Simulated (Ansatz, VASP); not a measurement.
## Zn8S7 in VASP and in Ansatz

```xyz
15
Lattice="0.0000 0.0000 6.3046 -3.8441 6.6581 0.0000 -3.8441 -6.6581 0.0000" Properties=species:S:1:pos:R:3 pbc="T T T"
Zn   -1.9220   -1.1097    0.4700
Zn   -3.8290    2.2281   -0.0505
Zn   -3.8591   -4.4300   -0.0505
Zn   -5.7661   -1.1271   -0.0505
Zn   -4.0272    4.5445    3.1170
Zn   -1.9220    0.8982    3.1170
Zn   -5.7661    1.1097    3.0692
Zn   -3.6609   -2.1136    3.1170
S    -3.8041    2.2425    2.3303
S    -3.8841   -4.4157    2.3303
S    -5.7661   -1.1559    2.3303
S    -3.9725    4.5129    5.5375
S    -1.9220    0.9614    5.5375
S    -5.7661    1.1097    5.4278
S    -3.7157   -2.1452    5.5375
```

Change from the starting cell: S vacancy (site b), charge +0, atoms relaxed at the host's cell.

Alike in both runs: functional PBE; k mesh 1 × 1 × 1; occupations gaussian, width 0.01 eV; no spin polarisation.

Ansatz relaxed the structure, and its values are those at the end. VASP's run is a single point on that final structure, the one shown.

```csv
,VASP,Ansatz
version,VASP 6.6.1,Ansatz 0.2.0
potentials or method,"VASP PAW PBE potentials, release 64 (Zn, S), cutoff 520 eV","scalar-relativistic, plane waves, PAW"
valence electrons in the cell,138,138
```

```tsv
	VASP	Ansatz	Ansatz less VASP
gap on the k mesh at the Fermi level (eV)	2.79	2.78	-0.004
least direct gap on the mesh (eV)	2.79	2.78	-0.004
rms of the force components (eV/Å)	0.009	0.006	-0.0032
```

With one functional, cell and mesh, what is left measures potentials, basis and numerics.
